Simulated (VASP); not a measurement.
# MnO2 (P4_2/mnm) in VASP: single point with LDA+U

Aim: the single point of MnO2 with LDA+U.

Program: VASP 6.6.1. These are calculated values, not measurements. Logs are shortened: lines on timing, memory, paths and dates and some standing lists are left out, and cuts for length are marked.

### 1 The cell of the first run

Symmetry: P4_2/mnm, No. 136, tetragonal system. Conventional cell: a = 4.396 Å, b = 4.396 Å, c = 2.871 Å, α = 90.00°, β = 90.00°, γ = 90.00°. Mn (site symmetry mmm) has 6 O at 1.88 to 1.89 Å within 2.5 Å. Within 2.5 Å of O (site symmetry m2m) lie 3 Mn at 1.88 to 1.89 Å and 1 O at 2.46 Å.

### 2 Single point, LDA+U

File INCAR:

```
SYSTEM = MnO2
PREC     = Accurate       ! precision mode
ENCUT    = 600            ! plane-wave cutoff, eV
EDIFF    = 1E-6           ! SCF threshold, eV
ISMEAR   = 0              ! smearing method
SIGMA    = 0.05           ! smearing width, eV
LREAL    = .FALSE.        ! projectors in reciprocal space
LASPH    = .TRUE.         ! aspherical terms in the spheres
NELM     = 200            ! most SCF steps
ALGO     = Normal         ! electronic algorithm
ISIF     = 2              ! what is computed and relaxed
LWAVE    = .FALSE.        ! write WAVECAR
LCHARG   = .FALSE.        ! write CHGCAR
LMAXMIX  = 4              ! l up to which the mixer works
LDAU     = .TRUE.         ! DFT+U
LDAUTYPE = 2            
LDAUL    = 2 -1           ! shell
LDAUU    = 4 0            ! U, eV
LDAUJ    = 0 0          
LDAUPRINT= 1            
NBANDS   = 36             ! bands
GGA_COMPAT= .FALSE.
```

File KPOINTS:

```
regular mesh
0
G
  4 4 7
  0 0 0
```

File POSCAR:

```
MnO2
1.0
    4.3959987700      0.0000000000      0.0000000000
    0.0000000000      4.3959987700      0.0000000000
    0.0000000000      0.0000000000      2.8709991900
Mn O
2 4
Direct
    0.0000000000      0.0000000000      0.0000000000
    0.5000000000      0.5000000000      0.5000000000
    0.3020000000      0.3020000000      0.0000000000
    0.1980000000      0.8020000000      0.5000000000
    0.6980000000      0.6980000000      0.0000000000
    0.8020000000      0.1980000000      0.5000000000
```

Potentials or basis: VASP PAW LDA potentials, release 64 (Mn_sv, O).

Launch:

```console
$ cat potpaw_LDA.64/Mn_sv/POTCAR potpaw_LDA.64/O/POTCAR > POTCAR
$ mpirun -np 1 vasp_std > vasp.out
```

OUTCAR:

```text
SYSTEM = MnO2
   PREC = Accurate
   ENCUT = 600
   EDIFF = 1E-6
   ISMEAR = 0
   LREAL = .FALSE.
   LASPH = .TRUE.
   NELM = 200
   ISIF = 2

 ion  position               nearest neighbor table
   1  0.000  0.000  0.000-   3 1.88   5 1.88   4 1.89   6 1.89   4 1.89   6 1.89
   2  0.500  0.500  0.500-   4 1.88   6 1.88   5 1.89   3 1.89   3 1.89   5 1.89
   3  0.302  0.302  0.000-   1 1.88   2 1.89   2 1.89
   4  0.198  0.802  0.500-   2 1.88   1 1.89   1 1.89
   5  0.698  0.698  0.000-   1 1.88   2 1.89   2 1.89
   6  0.802  0.198  0.500-   2 1.88   1 1.89   1 1.89

  LATTYP: Found a simple tetragonal cell.
 ALAT       =     4.3959987700
 C/A-ratio  =     0.6530937200

  Lattice vectors:

 A1 = (   4.3959987700,   0.0000000000,   0.0000000000)
 A2 = (   0.0000000000,   4.3959987700,   0.0000000000)
 A3 = (   0.0000000000,   0.0000000000,   2.8709991900)

Analysis of symmetry for initial positions (statically):
=====================================================================
 Subroutine PRICEL returns:
 Original cell was already a primitive cell.

 Routine SETGRP: Setting up the symmetry group for a
 simple tetragonal supercell.

 Subroutine GETGRP returns: Found 16 space group operations
 (whereof  8 operations were pure point group operations)
 out of a pool of 16 trial point group operations.

The static configuration has the point symmetry D_2h.
 The point group associated with its full space group is D_4h.

Analysis of symmetry for dynamics (positions and initial velocities):
=====================================================================
 Subroutine PRICEL returns:
 Original cell was already a primitive cell.

 Routine SETGRP: Setting up the symmetry group for a
 simple tetragonal supercell.

 Subroutine GETGRP returns: Found 16 space group operations
 (whereof  8 operations were pure point group operations)
 out of a pool of 16 trial point group operations.
[... 193 lines left out ...]
 -0.2442  0.0000  0.7254  0.0000  0.0000
  0.0000 -0.0699  0.0000  0.3357  0.0000
 -0.0000  0.0000  0.0000  0.0000  0.3782

spin component  2

  0.4860  0.0000 -0.2442  0.0000 -0.0000
  0.0000  0.3357  0.0000 -0.0699  0.0000
 -0.2442  0.0000  0.7254  0.0000  0.0000
  0.0000 -0.0699  0.0000  0.3357  0.0000
 -0.0000  0.0000  0.0000  0.0000  0.3782

 occupancies and eigenvectors

  o =  0.2659  v =  0.0000 -0.7071  0.0000 -0.7071  0.0000  0.0000  0.0000  0.0000  0.0000  0.0000      0.0000  0.0000  0.0000  0.0000  0.0000  0.0000  0.0000  0.0000  0.0000  0.0000
  o =  0.2659  v =  0.0000  0.0000  0.0000  0.0000  0.0000  0.0000 -0.7071  0.0000 -0.7071  0.0000      0.0000  0.0000  0.0000  0.0000  0.0000  0.0000  0.0000  0.0000  0.0000  0.0000
  o =  0.3338  v =  0.0000  0.0000  0.0000  0.0000  0.0000 -0.8486  0.0000 -0.5291  0.0000 -0.0000      0.0000  0.0000  0.0000  0.0000  0.0000  0.0000  0.0000  0.0000  0.0000  0.0000
  o =  0.3338  v = -0.8486  0.0000 -0.5291  0.0000 -0.0000  0.0000  0.0000  0.0000  0.0000  0.0000      0.0000  0.0000  0.0000  0.0000  0.0000  0.0000  0.0000  0.0000  0.0000  0.0000
  o =  0.3782  v =  0.0000 -0.0000  0.0000  0.0000 -1.0000  0.0000  0.0000  0.0000  0.0000  0.0000      0.0000  0.0000  0.0000  0.0000  0.0000  0.0000  0.0000  0.0000  0.0000  0.0000
  o =  0.3782  v =  0.0000  0.0000  0.0000  0.0000  0.0000  0.0000 -0.0000  0.0000  0.0000 -1.0000      0.0000  0.0000  0.0000  0.0000  0.0000  0.0000  0.0000  0.0000  0.0000  0.0000
  o =  0.4056  v =  0.0000  0.0000  0.0000  0.0000  0.0000  0.0000 -0.7071  0.0000  0.7071  0.0000      0.0000  0.0000  0.0000  0.0000  0.0000  0.0000  0.0000  0.0000  0.0000  0.0000
  o =  0.4056  v =  0.0000 -0.7071  0.0000  0.7071  0.0000  0.0000  0.0000  0.0000  0.0000  0.0000      0.0000  0.0000  0.0000  0.0000  0.0000  0.0000  0.0000  0.0000  0.0000  0.0000
  o =  0.8777  v = -0.5291  0.0000  0.8486  0.0000  0.0000  0.0000  0.0000  0.0000  0.0000  0.0000      0.0000  0.0000  0.0000  0.0000  0.0000  0.0000  0.0000  0.0000  0.0000  0.0000
  o =  0.8777  v =  0.0000  0.0000  0.0000  0.0000  0.0000 -0.5291  0.0000  0.8486  0.0000  0.0000      0.0000  0.0000  0.0000  0.0000  0.0000  0.0000  0.0000  0.0000  0.0000  0.0000

 number of electron      53.9999974 magnetization

 Free energy of the ion-electron system (eV)
  ---------------------------------------------------
  ext. energy  EPLUGINS =         0.00000000
  ---------------------------------------------------
  free energy    TOTEN  =       -43.57865721 eV

  energy without entropy =      -43.56809683  energy(sigma->0) =      -43.57337702

 E-fermi :   6.1842     XC(G=0): -12.6935

 val. band max:        6.1456665607   @ k =   0.5000   0.2500   0.0000
 cond. band min:       6.1945088726   @ k =   0.5000   0.0000   0.2857
 fundamental gap:      0.0488423120
 Fermi energy:         6.1842448497

 k-point     1 :       0.0000    0.0000    0.0000
  band No.  band energies     occupation
      1     -72.8898      2.00000
      2     -72.8864      2.00000
      3     -42.8511      2.00000
      4     -42.8511      2.00000
      5     -41.7302      2.00000
      6     -41.7206      2.00000
[... 925 lines left out ...]
     35      17.7834      0.00000
     36      17.7834      0.00000

------------------------ aborting loop because EDIFF is reached ----------------------------------------

  FORCE on cell =-STRESS in cart. coord.  units (eV):
  Direction    XX          YY          ZZ          XY          YZ          ZX
  --------------------------------------------------------------------------------------
  -------------------------------------------------------------------------------------
  Total       -7.8715579     -7.8715579     -5.6845889     -0.0000000      0.0000000      0.0000000
  in kB     -227.3123752   -227.3123752   -164.1577717     -0.0000000      0.0000000      0.0000000
  external PRESSURE =    -206.2608407 kB  Pullay stress =       0.0000000 kB

 VOLUME and BASIS-vectors are now :
 -----------------------------------------------------------------------------
  energy-cutoff  :      600.00
  volume of cell :       55.48
      direct lattice vectors                 reciprocal lattice vectors
     4.395998770  0.000000000  0.000000000     0.227479590  0.000000000  0.000000000
     0.000000000  4.395998770  0.000000000     0.000000000  0.227479590  0.000000000
     0.000000000  0.000000000  2.870999190     0.000000000  0.000000000  0.348310791

 POSITION                                       TOTAL-FORCE (eV/Angst)
 -----------------------------------------------------------------------------------
      0.00000      0.00000      0.00000         0.000000     -0.000000     -0.000000
      2.19800      2.19800      1.43550         0.000000     -0.000000     -0.000000
      1.32759      1.32759      0.00000        -0.183085     -0.183085      0.000000
      0.87041      3.52559      1.43550         0.183085     -0.183085     -0.000000
      3.06841      3.06841      0.00000         0.183085      0.183085     -0.000000
      3.52559      0.87041      1.43550        -0.183085      0.183085     -0.000000
 -----------------------------------------------------------------------------------
    total drift:                                0.000000      0.000000      0.000000

  FREE ENERGIE OF THE ION-ELECTRON SYSTEM (eV)
  ---------------------------------------------------
  free  energy   TOTEN  =       -43.5786572083 eV

  energy  without entropy=      -43.5680968338  energy(sigma->0) =      -43.57337702
```

Run time: 46 s. Hardware: 1 thread of Intel Xeon Platinum 8488C (Sapphire Rapids), shared host; peak memory 0.17 GiB.

What came out:

```
Free energy            : -43.5787 eV
Pressure               : -20.6 GPa
Largest force          : 0.259 eV/Å
Band gap on the k mesh : zero (bands 27 and 28 overlap by 0.85 eV)
```

Forces on the atoms (eV/Å):
```
Mn   0.000  0.000  0.000
Mn   0.000  0.000  0.000
O   -0.183 -0.183  0.000
O    0.183 -0.183  0.000
O    0.183  0.183  0.000
O   -0.183  0.183  0.000
```

Eigenvalues of the final occupation matrices:
```csv
site,spin,trace,eigenvalues
site 1 d,1,2.26,0.27 0.33 0.38 0.41 0.88
site 1 d,2,2.26,0.27 0.33 0.38 0.41 0.88
site 2 d,1,2.26,0.27 0.33 0.38 0.41 0.88
site 2 d,2,2.26,0.27 0.33 0.38 0.41 0.88
```

Caveat: the cell stands under tension; the run has no spin polarisation, though such a crystal can be magnetic; U without spin polarisation on a metal has little footing. Spin polarisation is off, so any magnetic state and its effect on volume and gap are missing.
